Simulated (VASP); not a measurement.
Crystal: AsP2.

```
P As
1.0
     0.00000    3.82004    3.82004
     3.82004    0.00000    3.82004
     3.82004    3.82004    0.00000
P As
4 2
Direct
  0.62500 0.62500 0.62500
  0.12500 0.62500 0.62500
  0.62500 0.62500 0.12500
  0.62500 0.12500 0.62500
  0.00000 0.00000 0.00000
  0.25000 0.25000 0.25000
```

* Program: VASP 6.6.1
* Task: relaxation of cell and atoms
* Functional: PBE
* Potentials or basis: VASP PAW PBE potentials, release 64 (P, As)
* Cutoff: 500 eV
* k mesh: 4 × 4 × 4
* Occupations: gaussian, width 0.1 eV
* Spin: no spin polarisation

At the start: pressure -8.7 GPa; volume 18.58 Å³/atom.

Task: How do energy, volume and symmetry change on relaxing?

Result: Over 3 steps the energy falls by 67.8 meV/atom and the volume is 16.29 Å³/atom (-12.3 %); space group Fd-3m (No. 227, to 0.1 Å) before and after.

Step by step:
```
step  energy change (eV)  largest force (eV/Å)  pressure (GPa)  volume (Å³)
   1              0.0000                0.0000           -8.66       111.49
   2             -0.3981                0.0000            1.54        96.06
   3             -0.4067                0.0000            0.08        97.77
```

Final structure:
```yaml
crystal:
  lattice:
    - [0.00000, 3.65644, 3.65644]
    - [3.65644, 0.00000, 3.65644]
    - [3.65644, 3.65644, 0.00000]
  atoms:
    - { symbol: P, position: [0.62500, 0.62500, 0.62500] }
    - { symbol: P, position: [0.12500, 0.62500, 0.62500] }
    - { symbol: P, position: [0.62500, 0.62500, 0.12500] }
    - { symbol: P, position: [0.62500, 0.12500, 0.62500] }
    - { symbol: As, position: [0.00000, 0.00000, 0.00000] }
    - { symbol: As, position: [0.25000, 0.25000, 0.25000] }
```
